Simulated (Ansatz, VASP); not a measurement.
**NaCaI2: VASP beside Ansatz**

```
Na Ca I
1.0
     3.57061    0.00000    0.00000
     0.00000    3.57061    0.00000
     0.00000    0.00000    5.93716
Na Ca I
1 1 2
Direct
  0.00000 0.00000 0.50000
  0.00000 0.00000 0.00000
  0.50000 0.50000 0.71081
  0.50000 0.50000 0.28919
```

Alike in both runs: task single point; functional PBE; k mesh 6 × 6 × 4; occupations gaussian, width 0.1 eV; no spin polarisation.

```csv
,VASP,Ansatz
version,VASP 6.6.1,Ansatz 0.2.0
potentials or method,"VASP PAW PBE potentials, release 64 (Na_pv, Ca_sv, I), cutoff 520 eV","scalar-relativistic, plane waves, PAW"
valence electrons in the cell,31,53
```

|  | VASP | Ansatz | Ansatz less VASP |
| --- | --- | --- | --- |
| gap on the k mesh at the Fermi level (eV) | none | none | - |
| rms of the force components (eV/Å) | 4.040 | 4.037 | -0.0032 |

Atom by atom the forces differ by 0.003 eV/Å (rms over components). A gap of «none» marks a metal or a gap that the smearing closes. VASP's potentials hold 31 valence electrons a cell and Ansatz's 53, so a difference there can come from the potentials and not from the codes.

Spin-orbit coupling is off throughout.
